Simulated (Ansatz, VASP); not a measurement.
**As: VASP beside Ansatz**

```xyz
4
Lattice="1.8003 -5.4257 0.0000 1.8003 5.4257 0.0000 0.0000 0.0000 4.4096" Properties=species:S:1:pos:R:3 pbc="T T T"
As    1.8003    1.1936    2.4694
As    1.8003   -4.2320    4.1450
As    1.8003   -1.1936    1.9402
As    1.8003    4.2320    0.2646
```

Change from the starting cell: volume scaled by 0.96.

Alike in both runs: task single point; functional LDA; k mesh 8 × 8 × 6; occupations fermi-dirac, width 0.05 eV; no spin polarisation.

|  | VASP | Ansatz |
| --- | --- | --- |
| version | VASP 6.6.1 | Ansatz 0.2.0 |
| potentials or method | VASP PAW LDA potentials, release 64 (As), cutoff 520 eV | all-electron LAPW, scalar-relativistic |

Ansatz gave:

| Property | Result |
| --- | --- |
| gap on the k mesh at the Fermi level (eV) | none |
| pressure (GPa) | 1.1 |
| traceless stress, the component that is largest in VASP (GPa) | -1.15 |
| rms of the force components (eV/Å) | 0.133 |

Q: Which values does VASP return?

A: gap on the k mesh at the Fermi level (eV): none; pressure (GPa): 1.6; traceless stress, the component that is largest in VASP (GPa): -1.18; rms of the force components (eV/Å): 0.179.

LDA's correlation is that of Perdew and Zunger in VASP and of Perdew and Wang (1992) in Ansatz. Atom by atom the forces differ by 0.053 eV/Å (rms over components). A gap of «none» marks a metal or a gap that the smearing closes. Ansatz ran all-electron here, and VASP with PAW potentials.
